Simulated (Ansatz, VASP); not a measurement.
# Na2N in VASP and in Ansatz

Contents of INCAR:

```
PREC = Accurate
ENCUT = 600
EDIFF = 1E-6
ISMEAR = 0
SIGMA = 0.1
LREAL = False
LASPH = True
NELM = 120
ALGO = Normal
ISIF = 2
LWAVE = False
LCHARG = False
GGA = PE
NBANDS = 16
GGA_COMPAT = False
```

File KPOINTS:

```
regular mesh
0
Gamma
  4 4 4
```

Contents of POSCAR:

```
Na2N
1.0
    0.0000000000      3.2390901700      3.2390901700
    3.2390901700      0.0000000000      3.2390901700
    3.2390901700      3.2390901700      0.0000000000
Na N
2 1
Direct
    0.2500000000      0.2500000000      0.2500000000
    0.7500000000      0.7500000000      0.7500000000
    0.0000000000      0.0000000000      0.0000000000
```

Input for Ansatz:

```yaml
crystal:
  lattice:
    - [0.0, 3.23909017, 3.23909017]
    - [3.23909017, 0.0, 3.23909017]
    - [3.23909017, 3.23909017, 0.0]
  atoms:
    - { symbol: Na, position: [0.25, 0.25, 0.25] }
    - { symbol: Na, position: [0.75, 0.75, 0.75] }
    - { symbol: "N", position: [0.0, 0.0, 0.0] }
basis:
  ecutwfc: 420
kpoints:
  mp_grid: { grid: [4, 4, 4] }
hamiltonian:
  xc: pbe
scf:
  occupations: { method: gaussian, width: 0.1 }
  lower_state_search: "off"
output:
  forces: true
  stress: true
  eigenvalues: true
```

Change from the starting cell: species swapped into the Mg2Si type (Fm-3m, No. 225).

Alike in both runs: task single point; functional PBE; k mesh 4 × 4 × 4; occupations gaussian, width 0.1 eV; no spin polarisation.

|  | VASP | Ansatz |
| --- | --- | --- |
| version | VASP 6.6.1 | Ansatz 0.2.0 |
| potentials or method | VASP PAW PBE potentials, release 64 (Na_pv, N), cutoff 600 eV | scalar-relativistic, plane waves, PAW |
| valence electrons in the cell | 19 | 23 |

VASP gave:

```
gap on the k mesh at the Fermi level (eV) : none
pressure (GPa)                            : -5.8
```

Q: What did Ansatz give for the same quantities?

A: gap on the k mesh at the Fermi level (eV): none; pressure (GPa): -5.7.

A gap of «none» marks a metal or a gap that the smearing closes. VASP's potentials hold 19 valence electrons a cell and Ansatz's 23, so a difference there can come from the potentials and not from the codes.

The k mesh is coarse, so the values compare programs but aren't converged.
